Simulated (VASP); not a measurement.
Crystal: V.

```xyz
1
Lattice="-1.5120 1.5120 1.5120 1.5120 -1.5120 1.5120 1.5120 1.5120 -1.5120" Properties=species:S:1:pos:R:3 pbc="T T T"
V     0.0000    0.0000    0.0000
```

| Quantity | Value |
| --- | --- |
| Program | VASP 6.6.1 |
| Task | relaxation of cell and atoms |
| Functional | PBEsol |
| Potentials or basis | VASP PAW PBE potentials, release 64 (V_sv) |
| Cutoff | 600 eV |
| k mesh | 15 × 15 × 15 |
| Occupations | fermi-dirac, width 0.1 eV |
| Spin | no spin polarisation |

At the start: pressure -11.0 GPa; volume 13.83 Å³/atom.

**Question.** How do energy, volume and symmetry change on relaxing?

**Answer.** Over 4 steps the energy falls by 31.0 meV/atom and the volume is 12.97 Å³/atom (-6.2 %); space group Im-3m (No. 229, to 0.05 Å).

The path:
```
step  energy change (eV)  largest force (eV/Å)  pressure (GPa)  volume (Å³)
   1              0.0000                0.0000          -11.02        13.83
   2              0.0184                0.0000           17.55        12.01
   3             -0.0310                0.0000           -0.21        12.99
   4             -0.0310                0.0000            0.05        12.97
```

Final structure:
```
CELL_PARAMETERS angstrom
-1.48005 1.48005 1.48005
1.48005 -1.48005 1.48005
1.48005 1.48005 -1.48005
ATOMIC_POSITIONS crystal
V 0.00000 0.00000 0.00000
```

Caveat: the PAW data sets were made with another functional, which shifts forces and pressure a little.
